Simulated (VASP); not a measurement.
Write the native input for VASP 6.6.1 that does the following.

```
Task                   : single point
Functional             : PBEsol
Potentials or basis    : VASP PAW PBE potentials, release 64 (Rb_sv)
Cutoff                 : 520 eV
k mesh                 : 7 × 7 × 7
Occupations            : fermi-dirac, width 0.05 eV
Spin                   : no spin polarisation
Dipole correction      : no
Further INCAR settings : ALGO = Fast; EDIFF = 1e-06; NBANDS = 10
```

The structure of Rb lies in POSCAR:

```
Rb
1.0
   -1.7416801351      1.7416801351      1.7416801351
    1.7416801351     -1.7416801351      1.7416801351
    1.7416801351      1.7416801351     -1.7416801351
Rb
1
Direct
    0.0000000000      0.0000000000      0.0000000000
```

One way to write it, as run:

INCAR

```
PREC     = Accurate       # precision mode
ENCUT    = 520            # plane-wave cutoff, eV
EDIFF    = 1E-6           # SCF threshold, eV
ISMEAR   = -1             # smearing method
SIGMA    = 0.05           # smearing width, eV
LREAL    = F              # projectors in reciprocal space
LASPH    = T              # aspherical terms in the spheres
NELM     = 100            # most SCF steps
ALGO     = Fast           # electronic algorithm
ISIF     = 2              # what is computed and relaxed
LWAVE    = F              # write WAVECAR
LCHARG   = F              # write CHGCAR
GGA      = PS             # functional
NBANDS   = 10             # bands
```

KPOINTS

```
Automatic mesh
0
Gamma
  7 7 7
```

Potentials or basis: VASP PAW PBE potentials, release 64 (Rb_sv).

The run is started by

```bash
$ cat potpaw_PBE.64/Rb_sv/POTCAR > POTCAR
$ mpirun -np 1 vasp_std > vasp.out
```

It gave:

| Item | Value |
| --- | --- |
| Pressure | 30.7 GPa |

Caveat: the k points lie up to 0.36 Å⁻¹ apart; the PAW data sets were made with another functional, which shifts forces and pressure a little.

Run time: 18 s on 1 thread of AMD EPYC 7R13, with other jobs on the host, peak memory 0.1 GiB.
